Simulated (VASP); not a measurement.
# Ru (Fm-3m) in VASP: single point with PBE

Aim: the single point of Ru with PBE.

Program: VASP 6.6.1. These are calculated values, not measurements. Logs are shortened: lines on timing, memory, paths and dates and some standing lists are left out, and cuts for length are marked.

## 1. The cell of the first run

The structure is cubic, space group Fm-3m (No. 225). The conventional cell has a = 3.811 Å, b = 3.811 Å, c = 3.811 Å, α = 90.00°, β = 90.00°, γ = 90.00°. Ru (site symmetry m-3m) has 12 Ru at 2.70 Å within 3.6 Å.

## 2. Single point, PBE

Contents of INCAR:

```
PREC = Accurate
ENCUT = 500
EDIFF = 1E-6
ISMEAR = -1
SIGMA = 0.1
LREAL = F
LASPH = T
NELM = 120
ALGO = Normal
ISIF = 2
LWAVE = F
LCHARG = F
GGA = PE
NBANDS = 36
GGA_COMPAT = F
```

Contents of KPOINTS:

```
regular mesh
0
Gamma
  2 2 2
```

Contents of POSCAR:

```
Ru
1.0
    3.8113225200      0.0000000000      0.0000000000
    0.0000000000      3.8113225200      0.0000000000
    0.0000000000      0.0000000000      3.8113225200
Ru
4
Direct
    0.5000000000      0.5000000000      0.0000000000
    0.0000000000      0.0000000000      0.0000000000
    0.5000000000      0.0000000000      0.5000000000
    0.0000000000      0.5000000000      0.5000000000
```

Potentials or basis: VASP PAW PBE potentials, release 64 (Ru_pv).

The run is started by

```console
cat potpaw_PBE.64/Ru_pv/POTCAR > POTCAR
mpirun -np 1 vasp_std > vasp.out
```

OUTCAR:

```text
PREC = Accurate
   ENCUT = 500
   EDIFF = 1E-6
   ISMEAR = -1
   LREAL = F
   LASPH = T
   NELM = 120
   ISIF = 2
   GGA = PE

 ion  position               nearest neighbor table
   1  0.500  0.500  0.000-   2 2.70   3 2.70   4 2.70   3 2.70   4 2.70   2 2.70   3 2.70   3 2.70
                             2 2.70   4 2.70   4 2.70   2 2.70
   2  0.000  0.000  0.000-   1 2.70   3 2.70   4 2.70   3 2.70   4 2.70   1 2.70   4 2.70   4 2.70
                             1 2.70   3 2.70   3 2.70   1 2.70
   3  0.500  0.000  0.500-   1 2.70   2 2.70   4 2.70   1 2.70   2 2.70   1 2.70   4 2.70   1 2.70
                             2 2.70   4 2.70   2 2.70   4 2.70
   4  0.000  0.500  0.500-   1 2.70   2 2.70   3 2.70   1 2.70   2 2.70   2 2.70   3 2.70   2 2.70
                             1 2.70   3 2.70   1 2.70   3 2.70

  LATTYP: Found a simple cubic cell.
 ALAT       =     3.8113225200

  Lattice vectors:

 A1 = (   3.8113225200,   0.0000000000,   0.0000000000)
 A2 = (   0.0000000000,   3.8113225200,   0.0000000000)
 A3 = (   0.0000000000,   0.0000000000,   3.8113225200)

Analysis of symmetry for initial positions (statically):
=====================================================================
 Subroutine PRICEL returns following result:

  LATTYP: Found a face centered cubic cell.
 ALAT       =     3.8113225200

  Lattice vectors:

 A1 = (   1.9056612600,  -1.9056612600,   0.0000000000)
 A2 = (   1.9056612600,   0.0000000000,   1.9056612600)
 A3 = (   0.0000000000,  -1.9056612600,   1.9056612600)

   4 primitive cells build up your supercell.

 Routine SETGRP: Setting up the symmetry group for a
 simple cubic supercell.

 Subroutine GETGRP returns: Found 48 space group operations
 (whereof 48 operations were pure point group operations)
 out of a pool of 48 trial point group operations.

The static configuration has the point symmetry O_h .

Analysis of symmetry for dynamics (positions and initial velocities):
=====================================================================
 Subroutine PRICEL returns following result:

  LATTYP: Found a face centered cubic cell.
 ALAT       =     3.8113225200

  Lattice vectors:

 A1 = (   1.9056612600,  -1.9056612600,   0.0000000000)
 A2 = (   1.9056612600,   0.0000000000,   1.9056612600)
 A3 = (   0.0000000000,  -1.9056612600,   1.9056612600)

   4 primitive cells build up your supercell.

 Routine SETGRP: Setting up the symmetry group for a
 simple cubic supercell.

 Subroutine GETGRP returns: Found 48 space group operations
[... 78 lines left out ...]
   ENCUT  =  500.0 eV  36.75 Ry    6.06 a.u.   6.95  6.95  6.95*2*pi/ulx,y,z
   NELM   =    120;   NELMIN=  2; NELMDL= -5     # of ELM steps
   EDIFF  = 0.1E-05   stopping-criterion for ELM
   LREAL  =      F    real-space projection
   EDIFFG = 0.1E-04   stopping-criterion for IOM
   NSW    =      0    number of steps for IOM
   IBRION =     -1    ionic relax: 0-MD 1-quasi-New 2-CG
   NFREE  =      0    steps in history (QN), initial steepest desc. (CG)
   ISIF   =      2    stress and relaxation
   ISYM   =      2    0-nonsym 1-usesym 2-fastsym
   POTIM  = 0.5000    time-step for ionic-motion
   TEBEG  =    0.0;   TEEND  =   0.0 temperature during run
   PSTRESS=    0.0 pullay stress
   NELECT =      56.0000    total number of electrons
   NUPDOWN=      -1.0000    fix difference up-down
   EMIN   =  10.00;   EMAX   =-10.00  energy-range for DOS
   EFERMI =   0.00;   METHOD = LEGACY
   ISMEAR =    -1;   SIGMA  =   0.10  broadening in eV -4-tet -1-fermi 0-gaus
   EFERMI_NEDOS =   21; number of points for ismear=-14 and -15
   IALGO  =     38    algorithm
   IMIX   =      4    mixing-type and parameters
     AMIX     =   0.40;   BMIX     =  1.00
     AMIX_MAG =   1.60;   BMIX_MAG =  1.00
  volume/ion in A,a.u.               =      13.84        93.40
  Fermi-wavevector in a.u.,A,eV,Ry     =   1.643344  3.105470 36.743613  2.700579
  Thomas-Fermi vector in A             =   2.733494
   LORBIT       =      0    0 simple, 1 ext, 2 COOP (PROOUT), +10 PAW based schemes
   GGA     = PE    functional components
   LHFCALC =     F    Hartree Fock is set to
   AEXX    =    0.0000 exact exchange contribution
   IVDW    =     0    specifies the selected vdW correction
   LEPSILON=     F    determine dielectric tensor
   LRPA    =     F    only Hartree local field effects (RPA)
 non-spin polarized calculation
  energy-cutoff  :      500.00
  volume of cell :       55.36
 maximum number of plane-waves:      1422
 NGX is ok and might be reduce to    28
   NGX = 13   NGY = 13   NGZ = 13

 number of electron      56.0000035 magnetization

 Free energy of the ion-electron system (eV)
  ---------------------------------------------------
  ext. energy  EPLUGINS =         0.00000000
  ---------------------------------------------------
  free energy    TOTEN  =       -36.23594384 eV

  energy without entropy =      -35.92172033  energy(sigma->0) =      -36.07883209

 E-fermi :  12.2004     XC(G=0): -13.9761

 val. band max:       12.0208398034   @ k =   0.5000   0.0000   0.0000
 cond. band min:      12.2405616854   @ k =   0.5000   0.5000   0.0000
 fundamental gap:      0.2197218819
 Fermi energy:        12.2004450823

 k-point     1 :       0.0000    0.0000    0.0000
  band No.  band energies     occupation
      1     -30.8192      2.00000
      2     -30.8192      2.00000
      3     -30.8192      2.00000
      4     -30.2387      2.00000
      5     -30.2387      2.00000
      6     -30.2387      2.00000
[... 145 lines left out ...]
     35      14.2066      0.00000
     36      14.2066      0.00000

------------------------ aborting loop because EDIFF is reached ----------------------------------------

  FORCE on cell =-STRESS in cart. coord.  units (eV):
  Direction    XX          YY          ZZ          XY          YZ          ZX
  --------------------------------------------------------------------------------------
  -------------------------------------------------------------------------------------
  Total        0.3408888      0.3408888      0.3408888      0.0000000      0.0000000     -0.0000000
  in kB        9.8649787      9.8649787      9.8649787      0.0000000      0.0000000     -0.0000000
  external PRESSURE =       9.8649787 kB  Pullay stress =       0.0000000 kB

 VOLUME and BASIS-vectors are now :
 -----------------------------------------------------------------------------
  energy-cutoff  :      500.00
  volume of cell :       55.36
      direct lattice vectors                 reciprocal lattice vectors
     3.811322520  0.000000000  0.000000000     0.262376116  0.000000000  0.000000000
     0.000000000  3.811322520  0.000000000     0.000000000  0.262376116  0.000000000
     0.000000000  0.000000000  3.811322520     0.000000000  0.000000000  0.262376116

 POSITION                                       TOTAL-FORCE (eV/Angst)
 -----------------------------------------------------------------------------------
      1.90566      1.90566      0.00000         0.000000     -0.000000      0.000000
      0.00000      0.00000      0.00000        -0.000000     -0.000000      0.000000
      1.90566      0.00000      1.90566         0.000000     -0.000000      0.000000
      0.00000      1.90566      1.90566         0.000000      0.000000     -0.000000
 -----------------------------------------------------------------------------------
    total drift:                                0.000000      0.000000      0.000000

  FREE ENERGIE OF THE ION-ELECTRON SYSTEM (eV)
  ---------------------------------------------------
  free  energy   TOTEN  =       -36.2359438412 eV

  energy  without entropy=      -35.9217203339  energy(sigma->0) =      -36.07883209
```

OSZICAR:

```text
N       E                     dE             d eps       ncg     rms          rms(c)
DAV:   1     0.683990467838E+03    0.68399E+03   -0.32864E+04   288   0.166E+03
DAV:   2    -0.179940045051E+02   -0.70198E+03   -0.68221E+03   316   0.535E+02
DAV:   3    -0.381726770435E+02   -0.20179E+02   -0.19378E+02   300   0.975E+01
DAV:   4    -0.384277422698E+02   -0.25507E+00   -0.25451E+00   364   0.961E+00
DAV:   5    -0.384327552669E+02   -0.50130E-02   -0.50128E-02   324   0.109E+00    0.236E+01
DAV:   6    -0.363984620146E+02    0.20343E+01   -0.56916E+00   288   0.174E+01    0.687E+00
DAV:   7    -0.362505402528E+02    0.14792E+00   -0.48014E-01   292   0.456E+00    0.174E+00
DAV:   8    -0.362365970368E+02    0.13943E-01   -0.13502E-02   312   0.936E-01    0.453E-01
DAV:   9    -0.362359397306E+02    0.65731E-03   -0.12747E-03   316   0.217E-01    0.776E-02
DAV:  10    -0.362359444736E+02   -0.47430E-05   -0.31946E-05   344   0.351E-02    0.588E-03
DAV:  11    -0.362359433656E+02    0.11079E-05   -0.14784E-06   188   0.626E-03    0.350E-03
DAV:  12    -0.362359438412E+02   -0.47557E-06   -0.11217E-07   156   0.209E-03
   1 F= -.36235944E+02 E0= -.36078832E+02  d E =-.314224E+00
```

stdout:

```text
POSCAR found type information on POSCAR Ru
 POSCAR found :  1 types and       4 ions
 scaLAPACK will be used
 LDA part: xc-table for (Slater+PW92), standard interpolation
 POSCAR, INCAR and KPOINTS ok, starting setup
 FFT: planning ... GRIDC
 FFT: planning ... GRID_SOFT
 FFT: planning ... GRID
 WAVECAR not read
 entering main loop
```

It took 9.4 s on 1 thread of Intel Xeon 6975P-C, shared host; peak memory 0.15 GiB.

What came out:

```
Free energy            : -36.2359 eV
Pressure               : 1.0 GPa
Band gap on the k mesh : zero (band 28 reaches 14.71 eV, above the bottom of band 29 at 12.02 eV)
```

Levels at points of the mesh, in eV from the Fermi level:
| k point | band 24 | band 25 | band 26 | band 27 | band 28 | band 29 |
| --- | --- | --- | --- | --- | --- | --- |
| (0.00, 0.00, 0.00) | 0.18 | 1.96 | 1.96 | 1.96 | 2.51 | 2.51 |
| (0.50, 0.00, 0.00) | -1.10 | -0.39 | -0.39 | -0.39 | -0.39 | -0.18 |
| (0.50, 0.50, 0.00) | -2.81 | -0.93 | -0.93 | -0.93 | -0.93 | 0.04 |
| (0.50, 0.50, 0.50) | -2.34 | 1.23 | 1.23 | 1.23 | 1.23 | 2.01 |

Caveat: the k points lie up to 0.82 Å⁻¹ apart.
